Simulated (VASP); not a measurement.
# ScAs4 (Cmmm) in VASP: further runs, part 2 of 3

VASP 6.6.1. Earlier steps stand in the parts before.

**3. Single point, PBE**

This run uses another cell than the first one, of 27.76 Å³/atom.

Input file INCAR:

```
SYSTEM = ScAs4
  PREC = Accurate
  ENCUT = 500
  EDIFF = 1E-6
  ISMEAR = 0
  SIGMA = 0.1
  LREAL = .FALSE.
  LASPH = .TRUE.
  NELM = 120
  ALGO = Normal
  ISIF = 2
  LWAVE = .FALSE.
  LCHARG = .FALSE.
  GGA = PE
  NBANDS = 24
  GGA_COMPAT = .FALSE.
```

Input file KPOINTS:

```
regular mesh
0
G
  4 4 2
  0 0 0
```

Input file POSCAR:

```
ScAs4
1.0
    2.3722166400     -3.4721012700      0.0000000000
    2.3722166400      3.4721012700      0.0000000000
    0.0000000000      0.0000000000      8.4255310400
Sc As
1 4
Direct
    0.0000000000      0.0000000000      0.0000000000
    0.5000000000      0.5000000000      0.7130340000
    0.5000000000      0.5000000000      0.2869660000
    0.2957025400      0.7042974600      0.5000000000
    0.7042974600      0.2957025400      0.5000000000
```

Potentials or basis: VASP PAW PBE potentials, release 64 (Sc_sv, As).

Run with:

```
$ cat potpaw_PBE.64/Sc_sv/POTCAR potpaw_PBE.64/As/POTCAR > POTCAR
$ mpirun -np 1 vasp_std > vasp.out
```

Run time: 55 s. Hardware: 1 thread of Oxide Virtual Turin-like, shared host; peak memory 0.22 GiB.

It converged, with:

| Item | Value |
| --- | --- |
| Free energy | -22.1176 eV |
| Pressure | 5.9 GPa |
| Largest force | 4.292 eV/Å |
| Band gap on the k mesh | zero (an odd number of electrons rules out a gap without spin polarisation) |

Forces on the atoms (eV/Å):
```
Sc   0.000  0.000  0.000
As   0.000  0.000  4.292
As   0.000  0.000 -4.292
As   0.000  3.543  0.000
As   0.000 -3.543  0.000
```

Stress tensor (GPa, compression positive):
```
 1.00  0.00  0.00
 0.00 11.54  0.00
 0.00  0.00  5.02
```

Levels at points of the mesh, in eV from the Fermi level:
```tsv
k point	band 13	band 14	band 15	band 16	band 17	band 18
(0.00, 0.00, 0.00)	-1.76	-1.02	-0.85	-0.84	0.20	0.62
(0.50, 0.00, 0.00)	-2.03	-1.39	-0.06	0.54	0.89	1.16
(0.50, 0.50, 0.00)	-1.78	-1.75	-0.01	0.02	0.25	0.74
(0.00, 0.00, 0.50)	-1.88	-0.85	-0.45	-0.39	0.19	0.46
(0.50, 0.00, 0.50)	-1.87	-1.18	-0.45	0.66	0.81	0.91
(0.50, 0.50, 0.50)	-1.59	-1.55	-0.65	0.18	0.48	0.84
```

Caveat: the k points lie up to 0.40 Å⁻¹ apart, too coarse for converged energies and pressures of a metal; an odd number of electrons without spin polarisation forces a metal; a magnetic or distorted state may lie lower.

**4. Relaxation of cell and atoms, PBE**

This run uses another cell than the first one, of 27.76 Å³/atom.

Input file INCAR:

```
SYSTEM = ScAs4
ALGO     = Normal         ! electronic algorithm
EDIFF    = 1E-7           ! SCF threshold, eV
EDIFFG   = -0.04          ! ionic threshold
ENCUT    = 500            ! plane-wave cutoff, eV
GGA      = PE             ! functional
GGA_COMPAT= .False.      
IBRION   = 2              ! ionic algorithm
ISIF     = 3              ! what is computed and relaxed
ISMEAR   = 0              ! smearing method
LASPH    = .True.         ! aspherical terms in the spheres
LCHARG   = .False.        ! write CHGCAR
LREAL    = .False.        ! projectors in reciprocal space
LWAVE    = .False.        ! write WAVECAR
NELM     = 120            ! most SCF steps
NELMIN   = 4            
NSW      = 90             ! ionic steps
PREC     = Accurate       ! precision mode
SIGMA    = 0.1            ! smearing width, eV
```

Input file KPOINTS:

```
k-points
0
Gamma
  4 4 2
  0 0 0
```

POSCAR is that of step 3.

Potentials or basis: VASP PAW PBE potentials, release 64 (Sc_sv, As).

Run with:

```
$ cat potpaw_PBE.64/Sc_sv/POTCAR potpaw_PBE.64/As/POTCAR > POTCAR
$ mpirun -np 1 vasp_std > vasp.out
```

OUTCAR:

```text
SYSTEM = ScAs4
   EDIFF = 1E-7
   EDIFFG = -0.04
   ENCUT = 500
   GGA = PE
   IBRION = 2
   ISIF = 3
   ISMEAR = 0
   LASPH = .True.
   LREAL = .False.
   NELM = 120
   NELMIN = 4
   NSW = 90
   PREC = Accurate

 ion  position               nearest neighbor table
   1  0.000  0.000  0.000-
   2  0.500  0.500  0.713-   4 2.29   5 2.29
   3  0.500  0.500  0.287-   4 2.29   5 2.29
   4  0.296  0.704  0.500-   2 2.29   3 2.29   5 2.46   5 2.46   5 2.84
   5  0.704  0.296  0.500-   2 2.29   3 2.29   4 2.46   4 2.46   4 2.84

  LATTYP: Found a base centered orthorhombic cell.
 ALAT       =     4.7444332800
 B/A-ratio  =     1.4636526915
 C/A-ratio  =     1.7758772319

  Lattice vectors:

 A1 = (   2.3722166400,  -3.4721012700,   0.0000000000)
 A2 = (   2.3722166400,   3.4721012700,   0.0000000000)
 A3 = (   0.0000000000,   0.0000000000,   8.4255310400)

Analysis of symmetry for initial positions (statically):
=====================================================================
 Subroutine PRICEL returns:
 Original cell was already a primitive cell.

 Routine SETGRP: Setting up the symmetry group for a
 base centered orthorhombic supercell.

 Subroutine GETGRP returns: Found  8 space group operations
 (whereof  8 operations were pure point group operations)
 out of a pool of  8 trial point group operations.

The static configuration has the point symmetry D_2h.

Analysis of symmetry for dynamics (positions and initial velocities):
=====================================================================
 Subroutine PRICEL returns:
 Original cell was already a primitive cell.

 Routine SETGRP: Setting up the symmetry group for a
 base centered orthorhombic supercell.

 Subroutine GETGRP returns: Found  8 space group operations
 (whereof  8 operations were pure point group operations)
 out of a pool of  8 trial point group operations.

The dynamic configuration has the point symmetry D_2h.

 Subroutine INISYM returns: Found  8 space group operations
 (whereof  8 operations are pure point group operations),
 and found     1 'primitive' translations

----------------------------------------------------------------------------------------

                                     Primitive cell

  volume of cell :     138.7951

  direct lattice vectors                    reciprocal lattice vectors
     2.372216640 -3.472101270  0.000000000     0.210773330 -0.144005016  0.000000000
     2.372216640  3.472101270  0.000000000     0.210773330  0.144005016  0.000000000
     0.000000000  0.000000000  8.425531040     0.000000000  0.000000000  0.118686881

  length of vectors
     4.205103925  4.205103925  8.425531040     0.255270134  0.255270134  0.118686881

  position of ions in fractional coordinates (direct lattice)
     0.000000000  0.000000000  0.000000000
     0.500000000  0.500000000  0.713034000
     0.500000000  0.500000000  0.286966000
     0.295702540  0.704297460  0.500000000
     0.704297460  0.295702540  0.500000000

  ion indices of the primitive-cell ions
   primitive index   ion index
                 1           1
                 2           2
                 3           3
                 4           4
                 5           5

----------------------------------------------------------------------------------------

 KPOINTS: k-points

Automatic generation of k-mesh.
 Grid dimensions read from file:
 generate k-points for:    4    4    2

 Generating k-lattice:

  Cartesian coordinates                     Fractional coordinates (reciprocal lattice)
     0.052693332 -0.036001254  0.000000000     0.250000000  0.000000000  0.000000000
     0.052693332  0.036001254  0.000000000     0.000000000  0.250000000  0.000000000
     0.000000000  0.000000000  0.059343441     0.000000000  0.000000000  0.500000000

  Length of vectors
     0.063817533  0.063817533  0.059343441

  Shift w.r.t. Gamma in fractional coordinates (k-lattice)
     0.000000000  0.000000000  0.000000000

 Subroutine IBZKPT returns following result:
 ===========================================

 Found     14 irreducible k-points:

 Following reciprocal coordinates:
            Coordinates               Weight
  0.000000  0.000000  0.000000      1.000000
  0.250000  0.000000  0.000000      4.000000
  0.500000  0.000000  0.000000      2.000000
  0.250000  0.250000  0.000000      2.000000
  0.500000  0.250000  0.000000      4.000000
 -0.250000  0.250000  0.000000      2.000000
  0.500000  0.500000  0.000000      1.000000
  0.000000  0.000000  0.500000      1.000000
  0.250000  0.000000  0.500000      4.000000
  0.500000  0.000000  0.500000      2.000000
  0.250000  0.250000  0.500000      2.000000
  0.500000  0.250000  0.500000      4.000000
 -0.250000  0.250000  0.500000      2.000000
  0.500000  0.500000  0.500000      1.000000
   k-points           NKPTS =     14   k-points in BZ     NKDIM =     14   number of bands    NBANDS=     19
   number of dos      NEDOS =    301   number of ions     NIONS =      5
   total plane-waves  NPLWV =  65536
   dimension x,y,z NGX =    32 NGY =   32 NGZ =   64
   dimension x,y,z NGXF=    64 NGYF=   64 NGZF=  128
   ions per type =               1   4
   NGX,Y,Z   is equivalent  to a cutoff of  12.65, 12.65, 12.63 a.u.
   NGXF,Y,Z  is equivalent  to a cutoff of  25.30, 25.30, 25.26 a.u.
 SYSTEM =  ScAs4
   PREC   = accura    normal or accurate (medium, high low for compatibility)
   ISTART =      0    job   : 0-new  1-cont  2-samecut
   ICHARG =      2    charge: 1-file 2-atom 10-const
   ISPIN  =      1    spin polarized calculation?
   LNONCOLLINEAR =      F non collinear calculations
   LSORBIT =      F    spin-orbit coupling
   LASPH  =      T    aspherical Exc in radial PAW
   ENCUT  =  500.0 eV  36.75 Ry    6.06 a.u.   7.67  7.67 15.36*2*pi/ulx,y,z
   NELM   =    120;   NELMIN=  4; NELMDL= -5     # of ELM steps
   EDIFF  = 0.1E-06   stopping-criterion for ELM
   LREAL  =      F    real-space projection
   EDIFFG = -.4E-01   stopping-criterion for IOM
   NSW    =     90    number of steps for IOM
   IBRION =      2    ionic relax: 0-MD 1-quasi-New 2-CG
   NFREE  =      1    steps in history (QN), initial steepest desc. (CG)
   ISIF   =      3    stress and relaxation
   ISYM   =      2    0-nonsym 1-usesym 2-fastsym
   POTIM  = 0.5000    time-step for ionic-motion
   TEBEG  =    0.0;   TEEND  =   0.0 temperature during run
   PSTRESS=    0.0 pullay stress
   NELECT =      31.0000    total number of electrons
   NUPDOWN=      -1.0000    fix difference up-down
   EMIN   =  10.00;   EMAX   =-10.00  energy-range for DOS
   EFERMI =   0.00;   METHOD = LEGACY
   ISMEAR =     0;   SIGMA  =   0.10  broadening in eV -4-tet -1-fermi 0-gaus
   EFERMI_NEDOS =   21; number of points for ismear=-14 and -15
   IALGO  =     38    algorithm
   IMIX   =      4    mixing-type and parameters
     AMIX     =   0.40;   BMIX     =  1.00
     AMIX_MAG =   1.60;   BMIX_MAG =  1.00
  volume/ion in A,a.u.               =      27.76       187.33
  Fermi-wavevector in a.u.,A,eV,Ry     =   0.993278  1.877023 13.423518  0.986601
  Thomas-Fermi vector in A             =   2.125148
   LORBIT       =      0    0 simple, 1 ext, 2 COOP (PROOUT), +10 PAW based schemes
   GGA     = PE    functional components
   LHFCALC =     F    Hartree Fock is set to
   AEXX    =    0.0000 exact exchange contribution
   IVDW    =     0    specifies the selected vdW correction
   LEPSILON=     F    determine dielectric tensor
   LRPA    =     F    only Hartree local field effects (RPA)
 conjugate gradient relaxation of ions
 non-spin polarized calculation
 Gauss-broadening in eV      SIGMA  =   0.10
  energy-cutoff  :      500.00
  volume of cell :      138.80
 maximum number of plane-waves:      3551
 NGX is ok and might be reduce to    32
   NGX = 15   NGY = 15   NGZ = 31

--------------------------------------- Ionic step        1  -------------------------------------------

 number of electron      30.9999996 magnetization

 Free energy of the ion-electron system (eV)
  ---------------------------------------------------
  ext. energy  EPLUGINS =         0.00000000
  ---------------------------------------------------
  free energy    TOTEN  =       -22.11761062 eV

  energy without entropy =      -22.09981432  energy(sigma->0) =      -22.10871247

------------------------ aborting loop because EDIFF is reached ----------------------------------------

  FORCE on cell =-STRESS in cart. coord.  units (eV):
  Direction    XX          YY          ZZ          XY          YZ          ZX
  --------------------------------------------------------------------------------------
  -------------------------------------------------------------------------------------
  Total        0.8661584      9.9920962      4.3440326      0.0000000      0.0000000      0.0000000
  in kB        9.9984775    115.3435142     50.1452324      0.0000000      0.0000000      0.0000000
  external PRESSURE =      58.4957414 kB  Pullay stress =       0.0000000 kB
[... 719 lines left out ...]
      6      -7.1752      2.00000
[... 11 lines left out ...]
     18       6.2231      0.00000
     19       6.3652      0.00000

[... ionic steps 4 to 31 ...]

--------------------------------------- Ionic step       32  -------------------------------------------

 number of electron      31.0000002 magnetization

------------------------ aborting loop because EDIFF is reached ----------------------------------------
[... 73 lines left out ...]
--------------------------------------- Ionic step       34  -------------------------------------------

 number of electron      31.0000004 magnetization

 Free energy of the ion-electron system (eV)
  ---------------------------------------------------
  ext. energy  EPLUGINS =         0.00000000
  ---------------------------------------------------
  free energy    TOTEN  =       -25.11390744 eV

  energy without entropy =      -25.11104014  energy(sigma->0) =      -25.11247379

 E-fermi :   3.9218     XC(G=0):  -9.1209

 val. band max:        3.8547143461   @ k =   0.5000   0.5000   0.5000
 cond. band min:       4.0251332156   @ k =   0.0000   0.0000   0.0000
 fundamental gap:      0.1704188695
 Fermi energy:         3.9218443296
[... 338 lines left out ...]
  FREE ENERGIE OF THE ION-ELECTRON SYSTEM (eV)
  ---------------------------------------------------
  free  energy   TOTEN  =       -25.1139074366 eV

  energy  without entropy=      -25.1110401363  energy(sigma->0) =      -25.11247379

 reached required accuracy - stopping structural energy minimisation
```

It took 19 min on 1 thread of Oxide Virtual Turin-like, shared host; peak memory 0.24 GiB.

Results:

| Item | Value |
| --- | --- |
| Free energy | -25.1139 eV |
| Relaxed volume | 25.83 Å³/atom |
| Relaxed cell | a = 4.888 Å, b = 4.888 Å, c = 6.214 Å, α = 90.00°, β = 90.00°, γ = 119.53° |
| Space group after relaxing (to 0.1 Å) | Cmmm (No. 65) |
| Pressure after relaxing | 0.0 GPa |
| Largest force after relaxing | 0.037 eV/Å |
| Band gap on the k mesh | zero (an odd number of electrons rules out a gap without spin polarisation) |

Forces on the atoms (eV/Å):
```
Sc   0.000  0.000  0.000
As   0.000  0.000  0.000
As   0.000  0.000  0.000
As   0.000 -0.037  0.000
As   0.000  0.037  0.000
```

Final structure:
```
CELL_PARAMETERS angstrom
2.46124 -4.22279 0.00000
2.46124 4.22279 0.00000
0.00000 0.00000 6.21360
ATOMIC_POSITIONS crystal
Sc 0.00000 0.00000 0.00000
As 0.50000 0.50000 0.77528
As 0.50000 0.50000 0.22472
As 0.27829 0.72171 0.50000
As 0.72171 0.27829 0.50000
```

Caveat: the k points lie up to 0.51 Å⁻¹ apart in the final cell, too coarse for converged energies and pressures of a metal; a cell axis changed by over 15 % at a fixed basis, so the end point is rough; an odd number of electrons without spin polarisation forces a metal; a magnetic or distorted state may lie lower.

(Part 2 of 3 ends here.)

The gap in the log of VASP goes by the Fermi energy; the results here count the filled bands.